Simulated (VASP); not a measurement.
Here is a VASP 6.6.1 calculation.

File INCAR:

```
SYSTEM = CaSe
PREC = Accurate ; ENCUT = 600
EDIFF = 1E-7 ; ISMEAR = -1
SIGMA = 0.03 ; LREAL = .False.
LASPH = .True. ; NELM = 60
ALGO = Normal ; ISIF = 3
LWAVE = .False. ; LCHARG = .False.
GGA = PS ; IBRION = 2
NSW = 100 ; EDIFFG = -0.01
```

Contents of KPOINTS:

```
regular mesh
0
Gamma
  6 6 6
  0 0 0
```

POSCAR

```
CaSe
1.0
    3.7422655100      0.0000000000      0.0000000000
    0.0000000000      3.7422655100      0.0000000000
    0.0000000000      0.0000000000      3.7422655100
Ca Se
1 1
Direct
    0.0000000000      0.0000000000      0.0000000000
    0.5000000000      0.5000000000      0.5000000000
```

Potentials or basis: VASP PAW PBE potentials, release 64 (Ca_sv, Se).

The run is started by

```sh
$ cat potpaw_PBE.64/Ca_sv/POTCAR potpaw_PBE.64/Se/POTCAR > POTCAR
$ mpirun -np 1 vasp_std > vasp.out
```

(1) Estimate the space group after relaxing (to 0.1 Å).

(2) What does it give for the band gap on the k mesh?

(3) Predict the relaxed cell.

Answers

(1) Pm-3m (No. 221).

(2) 0.61 eV.

(3) a = 3.600 Å, b = 3.600 Å, c = 3.600 Å, α = 90.00°, β = 90.00°, γ = 90.00°.
